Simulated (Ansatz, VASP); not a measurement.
**One calculation of GaN, two programs**

```xyz
2
Lattice="0.0000 2.1085 2.0242 2.1085 0.0000 2.0242 2.1085 2.1085 0.0000" Properties=species:S:1:pos:R:3 pbc="T T T"
Ga    0.0000    0.0000    0.0000
N     2.1085    2.1085    2.0242
```

Change from the starting cell: uniaxial_z strain -4.0%.

Alike in both runs: task single point; functional r2SCAN; k mesh 10 × 10 × 10; occupations fermi-dirac, width 0.02 eV; non-collinear spin, spin-orbit coupling.

|  | VASP | Ansatz |
| --- | --- | --- |
| version | VASP 6.6.1 | Ansatz 0.2.0 |
| potentials or method | VASP PAW PBE potentials, release 64 (Ga_d, N) | plane waves, PAW |
| plane-wave cutoff (eV) | 520 | 500 |
| valence electrons in the cell | 18 | 18 |

```csv
,VASP,Ansatz,Ansatz less VASP
pressure (GPa),13.2,11.6,-1.53
"traceless stress, the component that is largest in VASP (GPa)",7.39,7.03,-0.353
```

VASP's potentials were made for PBE, not for r2SCAN.
